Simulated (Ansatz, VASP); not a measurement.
Cu in VASP and in Ansatz

The input INCAR:

```
ALGO = Normal ; EDIFF = 1E-6
EDIFFG = -0.005 ; ENCUT = 600
GGA = PE ; IBRION = 2
ISIF = 3 ; ISMEAR = -1
LASPH = T ; LCHARG = F
LREAL = F ; LWAVE = F
NELM = 80 ; NSW = 60
PREC = Accurate ; SIGMA = 0.05
```

The input KPOINTS:

```
k-points
0
Gamma
  19 19 19
```

File POSCAR:

```
Cu
1.0
    0.0000000000      1.8145933008      1.8145933008
    1.8145933008      0.0000000000      1.8145933008
    1.8145933008      1.8145933008      0.0000000000
Cu
1
Direct
    0.0000000000      0.0000000000      0.0000000000
```

Input for Ansatz:

```yaml
crystal:
  lattice:
    - [0.0, 1.8145933008, 1.8145933008]
    - [1.8145933008, 0.0, 1.8145933008]
    - [1.8145933008, 1.8145933008, 0.0]
  atoms:
    - { symbol: Cu, position: [0.0, 0.0, 0.0] }
kpoints:
  mp_grid: { grid: [19, 19, 19] }
scf:
  occupations: { method: fermi_dirac, width: 0.05 }
hamiltonian:
  xc: pbe
  pseudopotentials: { kind: paw }
output:
  forces: true
  stress: true
relax:
  f_tol: 0.005
  max_steps: 40
  cell: {}
```

Alike in both runs: task relaxation of cell and atoms; functional PBE; k mesh 19 × 19 × 19; occupations fermi-dirac, width 0.05 eV; no spin polarisation.

|  | VASP | Ansatz |
| --- | --- | --- |
| version | VASP 6.6.1 | Ansatz 0.2.0 |
| potentials or method | VASP PAW PBE potentials, release 64 (Cu) | PAW with Ansatz's default frozen-core files, scalar-relativistic |
| plane-wave cutoff (eV) | 600 | 420 |
| valence electrons in the cell | 11 | 19 |

|  | VASP | Ansatz | Ansatz less VASP |
| --- | --- | --- | --- |
| relaxed volume (Å³/atom) | 12.00 | 11.95 | -0.047 |
| relaxed cell length with the largest relative difference (Å) | 2.570 | 2.566 | -0.0034 |

VASP's potentials hold 11 valence electrons a cell and Ansatz's 19, so a difference there can come from the potentials and not from the codes.
